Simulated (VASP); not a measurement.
Write the native input for VASP 6.6.1 that does the following.

* Task: single point
* Functional: PBEsol
* Potentials or basis: VASP PAW PBE potentials, release 64 (Ag, Cl)
* Cutoff: 520 eV
* k mesh: 10 × 10 × 6
* Occupations: gaussian, width 0.05 eV
* Spin: no spin polarisation
* Dipole correction: no
* Further INCAR settings: ALGO = Normal; EDIFF = 1e-06; NBANDS = 26

The structure of AgCl lies in POSCAR:

```
AgCl
1.0
    3.0979780550      0.0000000000      0.0000000000
    0.0000000000      3.3311591989      0.0000000000
    0.0000000000      0.0000000000      6.6623183978
Ag Cl
2 2
Direct
    0.0000000000      0.0000000000      0.0000000000
    0.0000000000      0.0000000000      0.5000000000
    0.5000000000      0.5000000000      0.2500000000
    0.5000000000      0.5000000000      0.7500000000
```

This cell differs from its parent crystal: mode 1 frozen in at +0.000 Å, normal strain along x -0.0700.

The input as run:

INCAR

```
PREC = Accurate ; ENCUT = 520
EDIFF = 1E-6 ; ISMEAR = 0
SIGMA = 0.05 ; LREAL = False
LASPH = True ; NELM = 100
ALGO = Normal ; ISIF = 2
LWAVE = False ; LCHARG = False
GGA = PS ; NBANDS = 26
```

KPOINTS

```
Automatic mesh
0
Gamma
  10 10 6
```

Potentials or basis: VASP PAW PBE potentials, release 64 (Ag, Cl).

Command:

```sh
$ cat potpaw_PBE.64/Ag/POTCAR potpaw_PBE.64/Cl/POTCAR > POTCAR
$ mpirun -np 1 vasp_std > vasp.out
```

Results of the run:

| Property | Result |
| --- | --- |
| Pressure | 5.7 GPa |
| Band gap on the k mesh | 0.34 eV |

Caveat: the cell differs from its parent crystal (mode 1 frozen in at +0.000 Å, normal strain along x -0.0700); the PAW data sets were made with another functional, which shifts forces and pressure a little.

It took 2.4 min on 1 thread of Intel Xeon 6975P-C (shared host), peak memory 0.33 GiB.
